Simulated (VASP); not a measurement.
Write the native input for VASP 6.6.1 that does the following.

```
Task                   : single point
Functional             : PBE
Potentials or basis    : VASP PAW PBE potentials, release 64 (Cs_sv, S, I)
Cutoff                 : 520 eV
k mesh                 : 4 × 4 × 4
Occupations            : gaussian, width 0.02 eV
Spin                   : no spin polarisation
Dipole correction      : no
Further INCAR settings : ALGO = Normal; EDIFF = 1e-06; NBANDS = 28
```

The structure of Cs3SI lies in POSCAR:

```
Cs3SI
1.0
    6.5509757185      0.0000000000      0.0000000000
    0.0000000000      6.5509757185      0.0000000000
    0.0000000000      0.0000000000      6.5509757185
Cs S I
3 1 1
Direct
    0.5000000000      0.0000000000      0.0000000000
    0.0000000000      0.5000000000      0.0000000000
    0.0000000000      0.0000000000      0.5000000000
    0.0000000000      0.0000000000      0.0000000000
    0.5000000000      0.5000000000      0.5000000000
```

The input as run:

INCAR

```
PREC = Accurate ; ENCUT = 520
EDIFF = 1E-6 ; ISMEAR = 0
SIGMA = 0.02 ; LREAL = False
LASPH = True ; NELM = 80
ALGO = Normal ; ISIF = 2
LWAVE = False ; LCHARG = True
GGA = PE ; LELF = True
LVHAR = True ; NBANDS = 28
```

KPOINTS

```
regular mesh
0
Gamma
  4 4 4
```

Potentials or basis: VASP PAW PBE potentials, release 64 (Cs_sv, S, I).

The run is started by

```sh
$ cat potpaw_PBE.64/Cs_sv/POTCAR potpaw_PBE.64/S/POTCAR potpaw_PBE.64/I/POTCAR > POTCAR
$ mpirun -np 1 vasp_std > vasp.out
```

Results of the run:

```
Pressure               : 0.7 GPa
Band gap on the k mesh : 1.03 eV
```

Caveat: spin-orbit coupling is left out, which moves the levels of the heavy elements.

It took 3.6 min on 1 thread of Intel Xeon 8259CL, with other jobs on the host, peak memory 0.37 GiB.
